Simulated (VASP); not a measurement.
MgS, 16 atoms in the cell. It takes space group P4_2/mbc (No. 135, tetragonal). Conventional cell: a = 8.562 Å, b = 8.562 Å, c = 5.260 Å, α = 90.00°, β = 90.00°, γ = 90.00°. Within 3.3 Å of Mg (site symmetry m) lie 5 S at 2.49 to 2.63 Å. S (site symmetry m) has 5 Mg at 2.49 to 2.63 Å within 3.3 Å. The cell was generated, and may not be a known phase.

- Program: VASP 6.6.1
- Task: relaxation of cell and atoms
- Functional: PBE
- Potentials or basis: VASP PAW PBE potentials, release 64 (Mg, S)
- Cutoff: 600 eV
- k mesh: 4 × 4 × 4
- Occupations: gaussian, width 0.02 eV
- Spin: no spin polarisation
- Dipole correction: no
- Further INCAR settings: ALGO = Normal; EDIFF = 1e-07; IBRION = 2; EDIFFG = -0.01; NSW = 100; ISIF = 3

Potentials or basis: VASP PAW PBE potentials, release 64 (Mg, S).

Launch:

```bash
$ cat potpaw_PBE.64/Mg/POTCAR potpaw_PBE.64/S/POTCAR > POTCAR
$ mpirun -np 1 vasp_std > vasp.out
```

Hardware: 1 thread of Intel(R) Xeon(R) Platinum 8259CL CPU @ 2.50GHz (Skylake/Cascade Lake), with other jobs on the host.

Problem. Estimate the wall time of this run.

Solution. Wall time 12 min on 1 thread of Intel(R) Xeon(R) Platinum 8259CL CPU @ 2.50GHz (Skylake/Cascade Lake), on a shared host, peak memory 0.65 GiB. Counts: scf iterations 26, k points 18, ion steps 2.
